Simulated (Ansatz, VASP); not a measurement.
# C in VASP and in Ansatz

INCAR

```
ALGO = Normal
EDIFF = 1E-6
ENCUT = 600
GGA = PS
GGA_COMPAT = False
ISIF = 2
ISMEAR = -1
LASPH = True
LCHARG = False
LREAL = False
LWAVE = False
NBANDS = 11
NELM = 120
PREC = Accurate
SIGMA = 0.05
```

KPOINTS

```
k-points
0
Gamma
  11 11 11
```

File POSCAR:

```
C
1.0
    0.0000000000      1.7833700000      1.7120352000
    1.7833700000      0.0000000000      1.7120352000
    1.7833700000      1.7833700000      0.0000000000
C
2
Direct
    0.7500000000      0.7500000000      0.7500000000
    0.5000000000      0.5000000000      0.5000000000
```

Contents of input.yaml:

```yaml
crystal:
  lattice:
    - [0.0, 1.78337, 1.7120352]
    - [1.78337, 0.0, 1.7120352]
    - [1.78337, 1.78337, 0.0]
  atoms:
    - { symbol: C, position: [0.75, 0.75, 0.75] }
    - { symbol: C, position: [0.5, 0.5, 0.5] }
hamiltonian:
  xc: pbesol
  pseudopotentials: { kind: paw }
kpoints:
  mp_grid: { grid: [11, 11, 11] }
scf:
  occupations: { method: fermi_dirac, width: 0.05 }
output:
  forces: true
  stress: true
  eigenvalues: true
  write_density: true
  write_potential: true
  elf: true
  volumetric_format: npy
```

Alike in both runs: task single point; functional PBEsol; k mesh 11 × 11 × 11; occupations fermi-dirac, width 0.05 eV; no spin polarisation.

|  | VASP | Ansatz |
| --- | --- | --- |
| version | VASP 6.6.1 | Ansatz 0.2.0 |
| potentials or method | VASP PAW PBE potentials, release 64 (C) | Ansatz PAW |
| plane-wave cutoff (eV) | 600 | 420 |
| valence electrons in the cell | 8 | 8 |

|  | VASP | Ansatz | Ansatz less VASP |
| --- | --- | --- | --- |
| gap on the k mesh at the Fermi level (eV) | 3.04 | 3.04 | +0.005 |
| least direct gap on the mesh (eV) | 4.93 | 4.93 | +0.003 |
| pressure (GPa) | 14.8 | 14.2 | -0.54 |
| traceless stress, the component that is largest in VASP (GPa) | 24.99 | 25.00 | +0.015 |

VASP's potentials were made for PBE, not for PBEsol.

Noted on Ansatz's run: Pulay correction over one GPa; odd divisions of the mesh miss points on the zone boundary, where band edges often lie, so the gap on the mesh can be too wide.
